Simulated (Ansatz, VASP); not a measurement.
# W: VASP beside Ansatz

File INCAR:

```
SYSTEM = W
PREC = Accurate ; ENCUT = 520
EDIFF = 1E-6 ; ISMEAR = -1
SIGMA = 0.1 ; LREAL = .False.
LASPH = .True. ; NELM = 80
ALGO = Normal ; ISIF = 2
LWAVE = .False. ; LCHARG = .True.
GGA = RP ; LELF = .True.
LVHAR = .True. ; NBANDS = 21
```

KPOINTS

```
Automatic mesh
0
Gamma
  11 11 11
  0 0 0
```

POSCAR

```
W
1.0
    0.0000000000      3.0467578305      3.0467578305
    3.0467578305      0.0000000000      3.0467578305
    3.0467578305      3.0467578305      0.0000000000
W
2
Direct
    0.1250000000      0.1250000000      0.1250000000
    0.8750000000      0.8750000000      0.8750000000
```

Input for Ansatz:

```yaml
crystal:
  lattice:
    - [0.0, 3.0467578305, 3.0467578305]
    - [3.0467578305, 0.0, 3.0467578305]
    - [3.0467578305, 3.0467578305, 0.0]
  atoms:
    - { symbol: W, position: [0.125, 0.125, 0.125] }
    - { symbol: W, position: [0.875, 0.875, 0.875] }
hamiltonian:
  xc: rpbe
  pseudopotentials:
    kind: paw
    azcp:
      W: "pseudopotentials/W.paw.azcp"
basis:
  ecutwfc: 420
  fft_grid_basis: typed
kpoints:
  mp_grid: { grid: [11, 11, 11], shift: [0, 0, 0] }
magnetization:
  spin_polarized: false
scf:
  occupations: { method: fermi_dirac, width: 0.1 }
  lower_state_search: "off"
output:
  stress: true
```

Alike in both runs: task single point; functional RPBE; k mesh 11 × 11 × 11; occupations fermi-dirac, width 0.1 eV; no spin polarisation.

```csv
,VASP,Ansatz
version,VASP 6.6.1,Ansatz 0.2.0
potentials or method,"VASP PAW PBE potentials, release 64 (W_sv), cutoff 520 eV","plane waves (420 eV) with PAW, scalar-relativistic"
valence electrons in the cell,28,28
```

```csv
,VASP,Ansatz,Ansatz less VASP
pressure (GPa),-10.3,-10.4,-0.15
```

VASP's potentials were made for PBE, not for RPBE.

Spin-orbit coupling is off throughout.
